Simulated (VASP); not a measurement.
Input of a VASP 6.6.1 run:

The input INCAR:

```
SYSTEM = C
ALGO = Normal
EDIFF = 1E-6
ENCUT = 520
GGA = PE
ISIF = 2
ISMEAR = 0
LASPH = .True.
LCHARG = .False.
LREAL = .False.
LWAVE = .False.
NBANDS = 11
NELM = 100
PREC = Accurate
SIGMA = 0.1
```

File KPOINTS:

```
k-points
0
Gamma
  36 36 8
  0 0 0
```

Contents of POSCAR:

```
C
1.0
    1.7179404142      0.0000000000      0.0000000000
   -0.8589702071      1.4877800409      0.0000000000
    0.0000000000      0.0000000000      7.7261867806
C
2
Direct
    0.3333333333      0.6666666667      0.2500000000
    0.6666666667      0.3333333333      0.7500000000
```

Potentials or basis: VASP PAW PBE potentials, release 64 (C).

Run with:

```sh
$ cat potpaw_PBE.64/C/POTCAR > POTCAR
$ mpirun -np 1 vasp_std > vasp.out
```

(1) Predict the band gap on the k mesh.

(2) Predict the pressure.

Answers

(1) zero (bands 4 and 5 overlap by 1.40 eV).

(2) -0.1 GPa.

Caveat: this functional lacks dispersion, which binds the layers, so the pressure and a relaxed spacing across them are unreliable.
